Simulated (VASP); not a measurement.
Here is a VASP 6.6.1 calculation.

INCAR

```
  ALGO = Fast
  EDIFF = 1E-6
  ENCUT = 520
  GGA = PE
  ISIF = 2
  ISMEAR = 0
  LASPH = T
  LCHARG = F
  LREAL = F
  LWAVE = F
  NBANDS = 16
  NELM = 60
  PREC = Accurate
  SIGMA = 0.15
```

The input KPOINTS:

```
k-points
0
Gamma
  16 16 16
```

The input POSCAR:

```
Al2Cu
1.0
   -2.0446280232      2.2490908255      2.8912313231
    2.0446280232     -2.2490908255      2.8912313231
    2.0446280232      2.2490908255     -2.8912313231
Al Cu
2 1
Direct
    0.7500000000      0.2500000000      0.5000000000
    0.2500000000      0.7500000000      0.5000000000
    0.5000000000      0.5000000000      0.0000000000
```

Potentials or basis: VASP PAW PBE potentials, release 64 (Al, Cu).

Command:

```sh
$ cat potpaw_PBE.64/Al/POTCAR potpaw_PBE.64/Cu/POTCAR > POTCAR
$ mpirun -np 1 vasp_std > vasp.out
```

(1) Predict the pressure.

(2) Predict the band gap on the k mesh.

(3) Estimate the largest force.

Answers

(1) -6.2 GPa.

(2) zero (an odd number of electrons rules out a gap without spin polarisation).

(3) 0.270 eV/Å.

Caveat: the cell differs from its parent crystal (strain +0.1000 x Voigt [0, 1, 0, 0, 0, 0]); the stress differs along the axes, from -13 to -2 GPa.
